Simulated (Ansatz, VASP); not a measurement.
**One calculation of BAs, two programs**

POSCAR

```
BAs
1.0
    2.9570103300      0.0000000000      0.0000000000
    0.0000000000      2.9570103300      0.0000000000
    0.0000000000      0.0000000000      2.9570103300
B As
1 1
Direct
    0.5000000000      0.5000000000      0.5000000000
    0.0000000000      0.0000000000      0.0000000000
```

File INCAR.step1:

```
PREC     = Accurate       # precision mode
ENCUT    = 520            # plane-wave cutoff, eV
EDIFF    = 1E-5           # SCF threshold, eV
ISMEAR   = -1             # smearing method
SIGMA    = 0.05           # smearing width, eV
LREAL    = False          # projectors in reciprocal space
LASPH    = True           # aspherical terms in the spheres
NELM     = 60             # most SCF steps
ALGO     = Normal         # electronic algorithm
ISIF     = 2              # what is computed and relaxed
LWAVE    = True           # write WAVECAR
LCHARG   = False          # write CHGCAR
GGA      = PE             # functional
NBANDS   = 11             # bands
```

The input INCAR.step2:

```
PREC     = Accurate       # precision mode
ENCUT    = 520            # plane-wave cutoff, eV
EDIFF    = 1E-7           # SCF threshold, eV
ISMEAR   = -1             # smearing method
SIGMA    = 0.05           # smearing width, eV
LREAL    = False          # projectors in reciprocal space
LASPH    = True           # aspherical terms in the spheres
NELM     = 60             # most SCF steps
ALGO     = Normal         # electronic algorithm
ISIF     = 2              # what is computed and relaxed
LWAVE    = False          # write WAVECAR
LCHARG   = False          # write CHGCAR
GGA      = PE             # functional
LHFCALC  = True           # exact exchange
AEXX     = 0.25           # exact-exchange fraction
HFSCREEN = 0.6            # screening, 1/A
PRECFOCK = Normal       
ISTART   = 1            
NBANDS   = 11             # bands
```

Contents of KPOINTS:

```
regular mesh
0
Gamma
  5 5 5
```

File input:

```
crystal:
  lattice:
    - [2.95701033, 0.0, 0.0]
    - [0.0, 2.95701033, 0.0]
    - [0.0, 0.0, 2.95701033]
  atoms:
    - { symbol: B, position: [0.5, 0.5, 0.5] }
    - { symbol: As, position: [0.0, 0.0, 0.0] }
hamiltonian:
  xc: { exchange: pbe, correlation: pbe, exx: { coeff: 0.25, omega: 0.6 } }
  pseudopotentials: { kind: paw }
kpoints:
  mp_grid: { grid: [5, 5, 5] }
scf:
  occupations: { method: fermi_dirac, width: 0.05 }
output:
  forces: true
  stress: true
  eigenvalues: true
```

Alike in both runs: task single point; functional PBE-based screened hybrid; k mesh 5 × 5 × 5; occupations fermi-dirac, width 0.05 eV; no spin polarisation.

|  | VASP | Ansatz |
| --- | --- | --- |
| version | VASP 6.6.1 | Ansatz 0.2.0 |
| potentials or method | VASP PAW PBE potentials, release 64 (B, As) | Ansatz PAW |
| plane-wave cutoff (eV) | 520 | 420 |
| valence electrons in the cell | 8 | 18 |

Ansatz gave:

- gap on the k mesh at the Fermi level (eV): none
- pressure (GPa): -7.1

Estimate VASP's values.

gap on the k mesh at the Fermi level (eV): none; pressure (GPa): -7.4.

VASP's potentials were made for PBE, not for PBE-based screened hybrid. A gap of «none» marks a metal or a gap that the smearing closes. VASP's potentials hold 8 valence electrons a cell and Ansatz's 18, so a difference there can come from the potentials and not from the codes.

The k mesh is coarse, so the values compare programs but aren't converged.
